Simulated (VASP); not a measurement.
# EuYS3 (Pm-3m) in VASP: notebook, part 2 of 2

VASP 6.6.1. Earlier steps stand in the parts before.

**3. Single point, PBE, collinear spin, ferromagnetic start**

This run uses another cell than the first one, of 27.77 Å³/atom.

Contents of INCAR:

```
ALGO = Normal ; EDIFF = 1E-6
ENCUT = 520 ; GGA = PE
ISIF = 2 ; ISMEAR = 0
ISPIN = 2 ; LASPH = True
LCHARG = False ; LMAXMIX = 6
LORBIT = 11 ; LREAL = False
LWAVE = False ; MAGMOM = 0 7 0 0 0
NBANDS = 35 ; NELM = 150
PREC = Accurate ; SIGMA = 0.1
```

Contents of KPOINTS:

```
k-points
0
Gamma
  4 4 4
```

Contents of POSCAR:

```
EuYS3
1.0
    5.1782459407      0.0000000000      0.0000000000
    0.0000000000      5.1782459407      0.0000000000
    0.0000000000      0.0000000000      5.1782459407
Y Eu S
1 1 3
Direct
    0.0000000000      0.0000000000      0.0000000000
    0.5000000000      0.5000000000      0.5000000000
    0.5000000000      0.0000000000      0.0000000000
    0.0000000000      0.5000000000      0.0000000000
    0.0000000000      0.0000000000      0.5000000000
```

Potentials or basis: VASP PAW PBE potentials, release 64 (Y_sv, Eu, S).

On the command line:

```console
$ cat potpaw_PBE.64/Y_sv/POTCAR potpaw_PBE.64/Eu/POTCAR potpaw_PBE.64/S/POTCAR > POTCAR
$ mpirun -np 1 vasp_std > vasp.out
```

OUTCAR:

```text
EDIFF = 1E-6
   ENCUT = 520
   GGA = PE
   ISIF = 2
   ISMEAR = 0
   ISPIN = 2
   LASPH = True
   LORBIT = 11
   LREAL = False
   NELM = 150
   PREC = Accurate

 ion  position               nearest neighbor table
   1  0.000  0.000  0.000-   3 2.59   4 2.59   5 2.59   5 2.59   4 2.59   3 2.59
   2  0.500  0.500  0.500-
   3  0.500  0.000  0.000-   1 2.59   1 2.59
   4  0.000  0.500  0.000-   1 2.59   1 2.59
   5  0.000  0.000  0.500-   1 2.59   1 2.59

  LATTYP: Found a simple cubic cell.
 ALAT       =     5.1782459407
[... 977 lines left out ...]

 POSITION                                       TOTAL-FORCE (eV/Angst)
 -----------------------------------------------------------------------------------
      0.00000      0.00000      0.00000         0.000000      0.000000      0.000000
      2.58912      2.58912      2.58912         0.000000      0.000000      0.000000
      2.58912      0.00000      0.00000         0.000000      0.000000      0.000000
      0.00000      2.58912      0.00000         0.000000      0.000000      0.000000
      0.00000      0.00000      2.58912         0.000000      0.000000      0.000000
 -----------------------------------------------------------------------------------
    total drift:                               -0.000000      0.000000     -0.000000

  FREE ENERGIE OF THE ION-ELECTRON SYSTEM (eV)
  ---------------------------------------------------
  free  energy   TOTEN  =       -37.5636393321 eV

  energy  without entropy=      -37.5364689439  energy(sigma->0) =      -37.55005414

 total charge

# of ion       s       p       d       f       tot
--------------------------------------------------
    1        2.209   6.547   1.097   0.110   9.963
    2        2.008   5.735   0.135   6.669  14.548
    3        1.342   2.402   0.000   0.000   3.743
    4        1.342   2.402   0.000   0.000   3.743
    5        1.342   2.402   0.000   0.000   3.743
--------------------------------------------------
tot          8.242  19.488   1.231   6.779  35.740

 magnetization (x)

# of ion       s       p       d       f       tot
--------------------------------------------------
    1        0.001  -0.005   0.006  -0.003  -0.002
    2       -0.017  -0.122   0.031   6.656   6.548
    3       -0.002  -0.079   0.000   0.000  -0.081
    4       -0.002  -0.079   0.000   0.000  -0.081
    5       -0.002  -0.079   0.000   0.000  -0.081
--------------------------------------------------
tot         -0.023  -0.365   0.037   6.653   6.302
```

OSZICAR:

```text
N       E                     dE             d eps       ncg     rms          rms(c)
DAV:   1     0.327131687834E+03    0.32713E+03   -0.18722E+04  2101   0.408E+03
DAV:   2     0.198485662153E+02   -0.30728E+03   -0.27204E+03  2064   0.607E+02
DAV:   3    -0.321485806585E+02   -0.51997E+02   -0.50237E+02  2256   0.145E+02
DAV:   4    -0.370982412316E+02   -0.49497E+01   -0.48836E+01  2736   0.374E+01
[... 15 lines left out ...]
DAV:  20    -0.375636273394E+02    0.53102E-05   -0.13550E-04  2440   0.197E-01    0.102E-01
DAV:  21    -0.375636203493E+02    0.69901E-05   -0.43085E-05  2285   0.507E-02    0.134E-01
DAV:  22    -0.375636404633E+02   -0.20114E-04   -0.18094E-05  2013   0.651E-02    0.273E-02
DAV:  23    -0.375636390002E+02    0.14631E-05   -0.46093E-06  1866   0.449E-02    0.251E-02
DAV:  24    -0.375636393321E+02   -0.33185E-06   -0.16104E-06  1446   0.159E-02
   1 F= -.37563639E+02 E0= -.37550054E+02  d E =-.271704E-01  mag=     6.4829
```

stdout:

```text
POSCAR found type information on POSCAR Y EuS
 POSCAR found :  3 types and       5 ions
 scaLAPACK will be used
 LDA part: xc-table for (Slater+PW92), standard interpolation
 POSCAR, INCAR and KPOINTS ok, starting setup
 FFT: planning ... GRIDC
 FFT: planning ... GRID_SOFT
 FFT: planning ... GRID
 WAVECAR not read
 entering main loop
```

Wall time 6.5 min (1 thread of Intel Xeon 8259CL, shared host); peak memory 0.35 GiB.

Results:

- Free energy: -37.5636 eV
- Pressure: -0.1 GPa
- Net moment: 6.48 μB per cell
- Site moments: Y -0.00; Eu +6.55; S -0.08 μB
- Valence electrons inside the program's atomic spheres: Y 9.96; Eu 14.55; S 3.74

Levels at points of the mesh, in eV from the Fermi level:
Spin up:
```tsv
k point	band 22	band 23	band 24	band 25	band 26	band 27	band 28	band 29	band 30	band 31
(0.00, 0.00, 0.00)	-0.05	-0.05	-0.05	0.15	0.15	0.15	1.97	2.22	2.22	2.22
(0.50, 0.00, 0.00)	-0.27	-0.23	-0.20	-0.20	-0.11	-0.11	2.99	3.19	3.39	3.86
(0.50, 0.50, 0.00)	-0.28	-0.27	-0.23	-0.21	-0.21	0.29	3.33	3.53	4.28	4.42
(0.50, 0.50, 0.50)	-0.28	-0.28	-0.28	0.51	0.51	0.51	2.40	3.14	3.14	3.14
```
Spin down:
| k point | band 17 | band 18 | band 19 | band 20 | band 21 | band 22 | band 23 | band 24 |
| --- | --- | --- | --- | --- | --- | --- | --- | --- |
| (0.00, 0.00, 0.00) | -0.76 | 0.06 | 0.06 | 0.06 | 2.36 | 2.45 | 2.45 | 2.45 |
| (0.50, 0.00, 0.00) | -1.63 | -1.32 | -0.18 | -0.18 | 2.91 | 3.97 | 4.08 | 4.40 |
| (0.50, 0.50, 0.00) | -1.37 | -1.37 | -0.92 | 0.19 | 4.08 | 4.35 | 4.49 | 4.49 |
| (0.50, 0.50, 0.50) | -2.31 | 0.26 | 0.26 | 0.26 | 2.85 | 3.83 | 3.83 | 3.83 |

Caveat: spin-orbit coupling is left out, which moves the levels of the heavy elements; a cell with one magnetic atom can't hold antiferromagnetic order, which such compounds often take; semilocal functionals describe open f shells poorly, which spoils levels, moments and volumes. The state reached can hang on the start; a lower one may exist.

**4. Relaxation of cell and atoms, PBE, collinear spin, ferromagnetic start**

Contents of INCAR:

```
SYSTEM = EuYS3
PREC = Accurate
ENCUT = 600
EDIFF = 1E-6
ISMEAR = 0
SIGMA = 0.1
LREAL = .FALSE.
LASPH = .TRUE.
NELM = 150
ALGO = Normal
ISIF = 3
LWAVE = .FALSE.
LCHARG = .FALSE.
ISPIN = 2
MAGMOM = 0 7 0 0 0
LORBIT = 11
LMAXMIX = 6
GGA = PE
IBRION = 2
NSW = 90
EDIFFG = -0.04
```

Contents of KPOINTS:

```
Automatic mesh
0
G
  4 4 4
  0 0 0
```

Edit POSCAR of step 3 so:

```diff
@@ -2,5 +2,5 @@
 1.0
-    5.1782459407      0.0000000000      0.0000000000
-    0.0000000000      5.1782459407      0.0000000000
-    0.0000000000      0.0000000000      5.1782459407
+    4.4974755400      0.0000000000      0.0000000000
+    0.0000000000      4.4974755400      0.0000000000
+    0.0000000000      0.0000000000      4.4974755400
 Y Eu S
```

On the command line:

```console
$ cat potpaw_PBE.64/Y_sv/POTCAR potpaw_PBE.64/Eu/POTCAR potpaw_PBE.64/S/POTCAR > POTCAR
$ mpirun -np 1 vasp_std > vasp.out
```

It took 58 min on 1 thread of Intel Xeon 8259CL, shared host; peak memory 0.31 GiB.

The run converged. Its results:

```yaml
Free_energy: -32.9030 eV
Relaxed_volume: 27.45 Å³/atom
Relaxed_cell: a = 5.158 Å, b = 5.158 Å, c = 5.158 Å, α = 90.00°, β = 90.00°, γ = 90.00°
Space_group_after_relaxing_to_0.1_Å: Pm-3m (No. 221)
Pressure_after_relaxing: -0.2 GPa
Net_moment: 1.54 μB per cell
Site_moments: Y -0.00; Eu +1.37; S +0.03 μB
Valence_electrons_inside_the_program's_atomic_spheres: Y 10.01; Eu 14.36; S 3.75
```

Final structure:
```xyz
5
Lattice="5.1580 0.0000 0.0000 0.0000 5.1580 0.0000 0.0000 0.0000 5.1580" Properties=species:S:1:pos:R:3 pbc="T T T"
Y     0.0000    0.0000    0.0000
Eu    2.5790    2.5790    2.5790
S     2.5790    0.0000    0.0000
S     0.0000    2.5790    0.0000
S     0.0000    0.0000    2.5790
```

Levels at points of the mesh, in eV from the Fermi level:
Spin up:
| k point | band 21 | band 22 | band 23 | band 24 | band 25 | band 26 | band 27 | band 28 |
| --- | --- | --- | --- | --- | --- | --- | --- | --- |
| (0.00, 0.00, 0.00) | -0.76 | 0.05 | 0.05 | 0.05 | 1.03 | 1.03 | 1.03 | 1.88 |
| (0.50, 0.00, 0.00) | -0.76 | -0.76 | -0.21 | -0.21 | 0.94 | 0.96 | 0.96 | 2.91 |
| (0.50, 0.50, 0.00) | -0.79 | -0.79 | -0.78 | 0.14 | 0.94 | 0.96 | 0.96 | 3.15 |
| (0.50, 0.50, 0.50) | -0.79 | 0.18 | 0.18 | 0.18 | 1.05 | 1.05 | 1.05 | 2.30 |
Spin down:
```tsv
k point	band 18	band 19	band 20	band 21	band 22	band 23	band 24	band 25	band 26	band 27
(0.00, 0.00, 0.00)	0.00	0.00	0.00	0.08	0.08	0.08	1.65	1.65	1.65	1.91
(0.50, 0.00, 0.00)	-1.41	-0.18	-0.18	-0.16	-0.13	-0.13	1.60	1.64	1.64	1.85
(0.50, 0.50, 0.00)	-1.44	-0.92	-0.16	-0.14	-0.14	0.18	1.61	1.61	1.63	1.92
(0.50, 0.50, 0.50)	-0.26	-0.26	-0.26	0.43	0.43	0.43	1.62	1.62	1.62	1.93
```

Caveat: the volume moved by over 15 % at a fixed basis, so the end points are rough; spin-orbit coupling is left out, which moves the levels of the heavy elements; a cell with one magnetic atom can't hold antiferromagnetic order, which such compounds often take; semilocal functionals describe open f shells poorly, which spoils levels, moments and volumes.

**5. Overview**

| task | cell | cutoff (eV) | gap on the mesh (eV) | pressure (GPa) | moment (μB) |
| --- | --- | --- | --- | --- | --- |
| single point | a = 4.497 Å, 5 atoms | 520 | none | 49.9 | 6.61 |
| single point | a = 5.178 Å, 5 atoms | 520 | none | -0.1 | 6.48 |
| relaxation of cell and atoms | relaxed from a = 4.497 Å, 5 atoms | 600 | none | -0.2 | 1.54 |

Alike in all rows: level PBE; potentials or basis VASP PAW PBE potentials, release 64 (Y_sv, Eu, S); spin collinear, ferromagnetic start; k mesh 4 × 4 × 4; smearing gaussian 0.1 eV.

Caveats: spin-orbit coupling is left out, which moves the levels of the heavy elements; a cell with one magnetic atom can't hold antiferromagnetic order, which such compounds often take; semilocal functionals describe open f shells poorly, which spoils levels, moments and volumes; the cell stands under pressure (at least some runs); the volume moved by over 15 % at a fixed basis, so the end points are rough (at least some runs).

Total energies depend on the potentials used, so only differences within one code and one set of settings carry meaning.
